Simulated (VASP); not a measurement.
Runs of VASP 6.6.1 on AlN. The structure is that of space group I4/mmm (No. 139), or close to it. The cells are those of the table. 

```tsv
cell	gap on the mesh (eV)	pressure (GPa)
a = 2.874, b = 2.874, c = 2.645 Å, angles 62.6, 62.6, 54.8°, 2 atoms	4.44	31.2
a = 2.763, b = 2.763, c = 2.831 Å, angles 59.2, 59.2, 61.6°, 2 atoms	4.59	(c)
a = 2.840, b = 2.840, c = 2.692 Å, angles 61.7, 61.7, 56.6°, 2 atoms	(a)	23.7
a = 2.746, b = 2.746, c = 2.877 Å, angles 58.4, 58.4, 63.2°, 2 atoms	4.17	24.0
a = 2.732, b = 2.732, c = 2.924 Å, angles 57.6, 57.6, 64.7°, 2 atoms	3.77	(b)
```

Alike in all rows: task single point; level LDA; potentials or basis VASP PAW LDA potentials, release 64 (Al, N); no spin polarisation; k mesh 8 × 8 × 8; cutoff (eV) 600; smearing fermi-dirac 0.02 eV.

Q: Estimate the missing entries.

A: (a) 4.48; (b) 32.0; (c) 19.3.

A k mesh can miss the band edges.
